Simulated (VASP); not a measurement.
# Fe2O3 (R-3c) in VASP: a series of runs

The runs below take Fe2O3 through relaxation of cell and atoms, single point, with PBE, LDA.

Everything below comes from runs of VASP 6.6.1. Logs are shortened: lines on timing, memory, paths and dates and some standing lists are left out, and cuts for length are marked.

### 1 The cell of the first run

It takes space group R-3c (No. 167, trigonal). The conventional cell has a = 5.038 Å, b = 5.038 Å, c = 13.772 Å, α = 90.00°, β = 90.00°, γ = 120.00°. Fe (site symmetry 3) has 6 O at 1.95 to 2.12 Å within 2.6 Å. O (site symmetry 2) has 4 Fe at 1.95 to 2.12 Å and 8 O at 2.67 to 2.89 Å within 2.9 Å.

### 2 Relaxation of cell and atoms, PBE, collinear spin, ferromagnetic start

Input file INCAR:

```
SYSTEM = Fe2O3
PREC = Accurate ; ENCUT = 600
EDIFF = 1E-7 ; ISMEAR = -1
SIGMA = 0.05 ; LREAL = .FALSE.
LASPH = .TRUE. ; NELM = 200
ALGO = Normal ; ISIF = 3
LWAVE = .FALSE. ; LCHARG = .FALSE.
ISPIN = 2 ; MAGMOM = 3 3 3 3 0 0 0 0 0 0
LORBIT = 11 ; LMAXMIX = 4
GGA = PE ; IBRION = 2
NSW = 60 ; EDIFFG = -0.01
GGA_COMPAT = .FALSE. ; NELMIN = 4
KPAR = 4
```

Input file KPOINTS:

```
regular mesh
0
G
  7 7 7
  0 0 0
```

Input file POSCAR:

```
Fe2O3
1.0
    2.5190000000      1.4543453281      4.5906666667
   -2.5190000000      1.4543453281      4.5906666667
    0.0000000000     -2.9086906562      4.5906666667
Fe O
4 6
Direct
    0.3553000000      0.3553000000      0.3553000000
    0.1447000000      0.1447000000      0.1447000000
    0.6447000000      0.6447000000      0.6447000000
    0.8553000000      0.8553000000      0.8553000000
    0.5559000000      0.2500000000      0.9441000000
    0.2500000000      0.9441000000      0.5559000000
    0.9441000000      0.5559000000      0.2500000000
    0.4441000000      0.7500000000      0.0559000000
    0.7500000000      0.0559000000      0.4441000000
    0.0559000000      0.4441000000      0.7500000000
```

Potentials or basis: VASP PAW PBE potentials, release 64 (Fe, O).

Run with:

```
$ cat potpaw_PBE.64/Fe/POTCAR potpaw_PBE.64/O/POTCAR > POTCAR
$ mpirun -np 4 vasp_std > vasp.out
```

OUTCAR:

```text
SYSTEM = Fe2O3
   PREC = Accurate
   ENCUT = 600
   EDIFF = 1E-7
   ISMEAR = -1
   LREAL = .FALSE.
   LASPH = .TRUE.
   NELM = 200
   ISIF = 3
   ISPIN = 2
   LORBIT = 11
   GGA = PE
   IBRION = 2
   NSW = 60
   EDIFFG = -0.01
   NELMIN = 4

 ion  position               nearest neighbor table
   1  0.355  0.355  0.355-   9 1.95  10 1.95   8 1.95   7 2.12   5 2.12   6 2.12   2 2.90   3 2.97
                             3 2.97   3 2.97
   2  0.145  0.145  0.145-   8 1.95  10 1.95   9 1.95   7 2.12   5 2.12   6 2.12   1 2.90   4 2.97
                             4 2.97   4 2.97
   3  0.645  0.645  0.645-   6 1.95   7 1.95   5 1.95  10 2.12   9 2.12   8 2.12   4 2.90   1 2.97
                             1 2.97   1 2.97
   4  0.855  0.855  0.855-   5 1.95   7 1.95   6 1.95  10 2.12   9 2.12   8 2.12   3 2.90   2 2.97
                             2 2.97   2 2.97
   5  0.556  0.250  0.944-   4 1.95   3 1.95   1 2.12   2 2.12
   6  0.250  0.944  0.556-   3 1.95   4 1.95   1 2.12   2 2.12
   7  0.944  0.556  0.250-   3 1.95   4 1.95   1 2.12   2 2.12
   8  0.444  0.750  0.056-   2 1.95   1 1.95   3 2.12   4 2.12
   9  0.750  0.056  0.444-   1 1.95   2 1.95   3 2.12   4 2.12
  10  0.056  0.444  0.750-   1 1.95   2 1.95   3 2.12   4 2.12

  LATTYP: Found a trigonal (rhomboedric) cell.
 ALAT       =     5.4345838643
 COS(alpha) =     0.5703114900

  Lattice vectors:

 A1 = (   2.5190000000,   1.4543453281,   4.5906666667)
 A2 = (  -2.5190000000,   1.4543453281,   4.5906666667)
 A3 = (   0.0000000000,  -2.9086906562,   4.5906666667)

Analysis of symmetry for initial positions (statically):
=====================================================================
 Subroutine PRICEL returns:
 Original cell was already a primitive cell.

 Routine SETGRP: Setting up the symmetry group for a
 trigonal (rhombohedral) supercell.

 Subroutine GETGRP returns: Found 12 space group operations
 (whereof  6 operations were pure point group operations)
 out of a pool of 12 trial point group operations.

The static configuration has the point symmetry S_6 .
 The point group associated with its full space group is D_3d.

Analysis of symmetry for dynamics (positions and initial velocities):
=====================================================================
 Subroutine PRICEL returns:
 Original cell was already a primitive cell.

 Routine SETGRP: Setting up the symmetry group for a
 trigonal (rhombohedral) supercell.

 Subroutine GETGRP returns: Found 12 space group operations
 (whereof  6 operations were pure point group operations)
 out of a pool of 12 trial point group operations.

The dynamic configuration has the point symmetry S_6 .
 The point group associated with its full space group is D_3d.

Analysis of structural, dynamic, and magnetic symmetry:
=====================================================================
 Subroutine PRICEL returns:
 Original cell was already a primitive cell.

 Routine SETGRP: Setting up the symmetry group for a
 trigonal (rhombohedral) supercell.

 Subroutine GETGRP returns: Found 12 space group operations
 (whereof  6 operations were pure point group operations)
 out of a pool of 12 trial point group operations.

The overall configuration has the point symmetry S_6 .
 The point group associated with its full space group is D_3d.

 Subroutine INISYM returns: Found 12 space group operations
 (whereof  6 operations are pure point group operations),
 and found     1 'primitive' translations

----------------------------------------------------------------------------------------

                                     Primitive cell

  volume of cell :     100.9073

  direct lattice vectors                    reciprocal lattice vectors
     2.519000000  1.454345328  4.590666667     0.198491465  0.114599101  0.072611095
    -2.519000000  1.454345328  4.590666667    -0.198491465  0.114599101  0.072611095
     0.000000000 -2.908690656  4.590666667     0.000000000 -0.229198201  0.072611095

  length of vectors
     5.434583864  5.434583864  5.434583864     0.240425012  0.240425012  0.240425012

  position of ions in fractional coordinates (direct lattice)
     0.355300000  0.355300000  0.355300000
[... 79 lines left out ...]
   dimension x,y,z NGX =    48 NGY =   48 NGZ =   48
   dimension x,y,z NGXF=    96 NGYF=   96 NGZF=   96
   ions per type =               4   6
   NGX,Y,Z   is equivalent  to a cutoff of  14.68, 14.68, 14.68 a.u.
   NGXF,Y,Z  is equivalent  to a cutoff of  29.37, 29.37, 29.37 a.u.
 SYSTEM =  Fe2O3
   PREC   = accura    normal or accurate (medium, high low for compatibility)
   ISTART =      0    job   : 0-new  1-cont  2-samecut
   ICHARG =      2    charge: 1-file 2-atom 10-const
   ISPIN  =      2    spin polarized calculation?
   LNONCOLLINEAR =      F non collinear calculations
   LSORBIT =      F    spin-orbit coupling
   LASPH  =      T    aspherical Exc in radial PAW
   ENCUT  =  600.0 eV  44.10 Ry    6.64 a.u.  10.85 10.85 10.85*2*pi/ulx,y,z
   NELM   =    200;   NELMIN=  4; NELMDL= -5     # of ELM steps
   EDIFF  = 0.1E-06   stopping-criterion for ELM
   LREAL  =      F    real-space projection
   EDIFFG = -.1E-01   stopping-criterion for IOM
   NSW    =     60    number of steps for IOM
   IBRION =      2    ionic relax: 0-MD 1-quasi-New 2-CG
   NFREE  =      1    steps in history (QN), initial steepest desc. (CG)
   ISIF   =      3    stress and relaxation
   ISYM   =      2    0-nonsym 1-usesym 2-fastsym
   POTIM  = 0.5000    time-step for ionic-motion
   TEBEG  =    0.0;   TEEND  =   0.0 temperature during run
   PSTRESS=    0.0 pullay stress
   NELECT =      68.0000    total number of electrons
   NUPDOWN=      -1.0000    fix difference up-down
   EMIN   =  10.00;   EMAX   =-10.00  energy-range for DOS
   EFERMI =   0.00;   METHOD = LEGACY
   ISMEAR =    -1;   SIGMA  =   0.05  broadening in eV -4-tet -1-fermi 0-gaus
   EFERMI_NEDOS =   21; number of points for ismear=-14 and -15
   IALGO  =     38    algorithm
   IMIX   =      4    mixing-type and parameters
     AMIX     =   0.40;   BMIX     =  1.00
     AMIX_MAG =   1.60;   BMIX_MAG =  1.00
  volume/ion in A,a.u.               =      10.09        68.10
  Fermi-wavevector in a.u.,A,eV,Ry     =   1.435281  2.712288 28.028426  2.060031
  Thomas-Fermi vector in A             =   2.554597
   LORBIT       =     11    0 simple, 1 ext, 2 COOP (PROOUT), +10 PAW based schemes
   GGA     = PE    functional components
   LHFCALC =     F    Hartree Fock is set to
   AEXX    =    0.0000 exact exchange contribution
   IVDW    =     0    specifies the selected vdW correction
   LEPSILON=     F    determine dielectric tensor
   LRPA    =     F    only Hartree local field effects (RPA)
 conjugate gradient relaxation of ions
 spin polarized calculation
  energy-cutoff  :      600.00
  volume of cell :      100.91
 maximum number of plane-waves:      3388
 NGX is ok and might be reduce to    48
   NGX = 21   NGY = 21   NGZ = 21

--------------------------------------- Ionic step        1  -------------------------------------------

 number of electron      68.0000009 magnetization      13.5512466

 Free energy of the ion-electron system (eV)
  ---------------------------------------------------
  ext. energy  EPLUGINS =         0.00000000
  ---------------------------------------------------
  free energy    TOTEN  =       -73.64094405 eV

  energy without entropy =      -73.53691269  energy(sigma->0) =      -73.58892837

------------------------ aborting loop because EDIFF is reached ----------------------------------------

  FORCE on cell =-STRESS in cart. coord.  units (eV):
  Direction    XX          YY          ZZ          XY          YZ          ZX
  --------------------------------------------------------------------------------------
  -------------------------------------------------------------------------------------
  Total       -3.1433237     -3.1433237     -3.2499647      0.0000000      0.0000000      0.0000000
  in kB      -49.9087816    -49.9087816    -51.6019973      0.0000000      0.0000000      0.0000000
  external PRESSURE =     -50.4731868 kB  Pullay stress =       0.0000000 kB
[... 115 lines left out ...]
  FREE ENERGIE OF THE ION-ELECTRON SYSTEM (eV)
  ---------------------------------------------------
  free  energy   TOTEN  =       -74.3276697424 eV

  energy  without entropy=      -74.2647806034  energy(sigma->0) =      -74.29622517

[... ionic steps 4 to 11 ...]

--------------------------------------- Ionic step       12  -------------------------------------------

 number of electron      67.9999997 magnetization       4.0010387

------------------------ aborting loop because EDIFF is reached ----------------------------------------
[... 83 lines left out ...]
--------------------------------------- Ionic step       14  -------------------------------------------

 number of electron      67.9999997 magnetization       4.0010424

 Free energy of the ion-electron system (eV)
  ---------------------------------------------------
  ext. energy  EPLUGINS =         0.00000000
  ---------------------------------------------------
  free energy    TOTEN  =       -74.71053611 eV

  energy without entropy =      -74.63677384  energy(sigma->0) =      -74.67365498

 E-fermi :   5.5399     XC(G=0): -12.4061

 val. band max:        5.5362809720   @ k =   0.4286   0.4286  -0.0000
 cond. band min:       5.5409544423   @ k =  -0.2857   0.1429   0.0000
 fundamental gap:      0.0046734702
 Fermi energy:         5.5399130672

 spin component 1

 k-point     1 :       0.0000    0.0000    0.0000
  band No.  band energies     occupation
      1     -15.5825      1.00000
      2     -13.7113      1.00000
      3     -13.6823      1.00000
      4     -13.6823      1.00000
      5     -13.5408      1.00000
      6     -13.5408      1.00000
[... 1165 lines left out ...]
     45      12.9877      0.00000
     46      15.1903      0.00000

 [... further k-points ...]

 spin component 2

 k-point     1 :       0.0000    0.0000    0.0000
  band No.  band energies     occupation
      1     -15.5208      1.00000
      2     -13.6540      1.00000
      3     -13.6202      1.00000
      4     -13.6202      1.00000
      5     -13.4814      1.00000
      6     -13.4814      1.00000
[... 1204 lines left out ...]
  FREE ENERGIE OF THE ION-ELECTRON SYSTEM (eV)
  ---------------------------------------------------
  free  energy   TOTEN  =       -74.7105361141 eV

  energy  without entropy=      -74.6367738363  energy(sigma->0) =      -74.67365498

 reached required accuracy - stopping structural energy minimisation

 total charge

# of ion       s       p       d       tot
------------------------------------------
    1        0.407   0.648   6.299   7.354
    2        0.407   0.648   6.299   7.354
    3        0.407   0.648   6.299   7.354
    4        0.407   0.648   6.299   7.354
    5        1.557   3.452   0.000   5.010
    6        1.557   3.452   0.000   5.010
    7        1.557   3.452   0.000   5.010
    8        1.557   3.452   0.000   5.010
    9        1.557   3.452   0.000   5.010
   10        1.557   3.452   0.000   5.010
--------------------------------------------------
tot         10.973  23.304  25.197  59.474

 magnetization (x)

# of ion       s       p       d       tot
------------------------------------------
    1        0.007   0.010   0.929   0.945
    2        0.007   0.010   0.929   0.945
    3        0.007   0.010   0.929   0.945
    4        0.007   0.010   0.929   0.945
    5        0.000   0.027   0.000   0.027
    6        0.000   0.027   0.000   0.027
    7        0.000   0.027   0.000   0.027
    8        0.000   0.027   0.000   0.027
    9        0.000   0.027   0.000   0.027
   10        0.000   0.027   0.000   0.027
--------------------------------------------------
tot          0.028   0.200   3.714   3.942
```

Wall time 32 min (4 MPI ranks of Intel Xeon Platinum 8488C (Sapphire Rapids), shared host); peak memory 0.67 GiB.

Results:

* Free energy: -74.7105 eV
* Relaxed volume: 8.79 Å³/atom
* Relaxed cell: a = 5.227 Å, b = 5.227 Å, c = 5.227 Å, α = 54.44°, β = 54.44°, γ = 54.44°
* Space group after relaxing (to 0.1 Å): R-3c (No. 167)
* Energy gained by relaxing: 107.0 meV/atom
* Ionic steps: 14
* Pressure after relaxing: 0.1 GPa
* Largest force after relaxing: 0.006 eV/Å
* Band gap on the k mesh: zero (filled and empty bands overlap)
* Net moment: 4.00 μB per cell
* Site moments: Fe +0.94; O +0.03 μB
* Valence electrons inside the program's atomic spheres: Fe 7.35; O 5.01

Forces in eV/Å, atoms in the order of the input:
```
Fe   0.000  0.000 -0.006
Fe   0.000  0.000  0.006
Fe   0.000  0.000  0.006
Fe   0.000  0.000 -0.006
O    0.002  0.003  0.000
O    0.002 -0.003  0.000
O   -0.003  0.000  0.000
O   -0.002 -0.003  0.000
O   -0.002  0.003  0.000
O    0.003  0.000  0.000
```

The path:
| step | energy change (eV) | largest force (eV/Å) | pressure (GPa) | volume (Å³) |
| --- | --- | --- | --- | --- |
| 1 | 0.0000 | 0.9134 | -5.05 | 100.91 |
| 2 | -0.3433 | 0.9049 | -8.13 | 96.34 |
| 3 | -0.6867 | 1.4293 | 17.60 | 83.45 |
| 4 | -0.9202 | 0.4625 | -8.83 | 91.34 |
| 5 | -1.0374 | 0.3028 | 2.49 | 87.34 |
| 6 | -1.0461 | 0.2447 | -0.35 | 88.23 |
| 7 | -1.0459 | 0.2596 | 0.41 | 87.99 |
| 8 | -1.0654 | 0.0281 | 1.12 | 87.53 |
| 9 | -1.0654 | 0.0284 | 1.14 | 87.53 |
| 10 | -1.0650 | 0.0604 | -1.97 | 88.56 |
| 11 | -1.0681 | 0.0441 | -0.38 | 88.03 |
| 12 | -1.0695 | 0.0136 | -0.07 | 87.95 |
| 13 | -1.0695 | 0.0160 | -0.05 | 87.94 |
| 14 | -1.0696 | 0.0058 | 0.07 | 87.90 |

Final structure:
```xyz
10
Lattice="2.3909 1.3804 4.4389 -2.3909 1.3804 4.4389 0.0000 -2.7607 4.4389" Properties=species:S:1:pos:R:3 pbc="T T T"
Fe    0.0000    0.0000    4.6039
Fe    0.0000    0.0000    2.0546
Fe    0.0000    0.0000    8.7130
Fe    0.0000    0.0000   11.2623
O     0.7484   -1.4645    7.7681
O    -1.6425    0.0841    7.7681
O     0.8941    1.3804    7.7681
O    -0.7484    1.4645    5.5487
O     1.6425   -0.0841    5.5487
O    -0.8941   -1.3804    5.5487
```

Caveat: semilocal functionals often make such compounds metallic where correlation or magnetic order opens a gap, which also shifts bond lengths; the run started ferromagnetic, and an antiferromagnetic order may lie lower in energy. With open d or f shells a metallic result of PBE can be an artefact of self-interaction; +U or a hybrid may open a gap.

### 3 Single point, LDA, collinear spin, ferromagnetic start

This run uses another cell than the first one, of 8.15 Å³/atom.

Input file INCAR:

```
SYSTEM = Fe2O3
  PREC = Accurate
  ENCUT = 600
  EDIFF = 1E-6
  ISMEAR = -1
  SIGMA = 0.05
  LREAL = .False.
  LASPH = .True.
  NELM = 200
  ALGO = Normal
  ISIF = 2
  LWAVE = .False.
  LCHARG = .False.
  ISPIN = 2
  MAGMOM = 3 3 3 3 0 0 0 0 0 0
  LORBIT = 11
  LMAXMIX = 4
  NBANDS = 49
  GGA_COMPAT = .False.
```

Input file KPOINTS:

```
Automatic mesh
0
Gamma
  7 7 7
  0 0 0
```

Input file POSCAR:

```
Fe2O3
1.0
    2.3219642293      1.3405866728      4.3640618274
   -2.3219642293      1.3405866728      4.3640618274
    0.0000000000     -2.6811733456      4.3640618274
Fe O
4 6
Direct
    0.3454845146      0.3454845146      0.3454845146
    0.1545154854      0.1545154854      0.1545154854
    0.6545154854      0.6545154854      0.6545154854
    0.8454845146      0.8454845146      0.8454845146
    0.5642266502      0.2500000000      0.9357733498
    0.2500000000      0.9357733498      0.5642266502
    0.9357733498      0.5642266502      0.2500000000
    0.4357733498      0.7500000000      0.0642266502
    0.7500000000      0.0642266502      0.4357733498
    0.0642266502      0.4357733498      0.7500000000
```

Potentials or basis: VASP PAW LDA potentials, release 64 (Fe, O).

Run with:

```
$ cat potpaw_LDA.64/Fe/POTCAR potpaw_LDA.64/O/POTCAR > POTCAR
$ mpirun -np 1 vasp_std > vasp.out
```

Run time: 8 min. Hardware: 1 thread of Intel Xeon Platinum 8488C (Sapphire Rapids), shared host; peak memory 0.42 GiB.

The run converged. Its results:

* Free energy: -84.9007 eV
* Pressure: 2.5 GPa
* Largest force: 0.048 eV/Å
* Band gap on the k mesh: zero (filled and empty bands overlap)
* Net moment: 4.00 μB per cell
* Site moments: Fe +0.92; O +0.04 μB
* Valence electrons inside the program's atomic spheres: Fe 7.64; O 5.02

Forces on the atoms (eV/Å):
```
Fe   0.000  0.000  0.048
Fe   0.000  0.000 -0.048
Fe   0.000  0.000 -0.048
Fe   0.000  0.000  0.048
O    0.013  0.022  0.000
O    0.013 -0.022  0.000
O   -0.025  0.000  0.000
O   -0.013 -0.022  0.000
O   -0.013  0.022  0.000
O    0.025  0.000  0.000
```

Levels at points of the mesh, in eV from the Fermi level:
Spin up:
```
           k point  band 32  band 33  band 34  band 35  band 36  band 37  band 38  band 39  band 40  band 41
(0.00, 0.00, 0.00)    -1.48    -0.65    -0.40    -0.40    -0.22     0.58     0.58     0.68     0.68     2.45
```
Spin down:
```tsv
k point	band 28	band 29	band 30	band 31	band 32	band 33	band 34	band 35	band 36	band 37
(0.00, 0.00, 0.00)	-0.79	-0.79	-0.73	-0.73	-0.44	0.37	0.37	0.39	0.84	1.24
```

Caveat: semilocal functionals often make such compounds metallic where correlation or magnetic order opens a gap, which also shifts bond lengths; the run started ferromagnetic, and an antiferromagnetic order may lie lower in energy. With open d or f shells a metallic result of LDA can be an artefact of self-interaction; +U or a hybrid may open a gap.
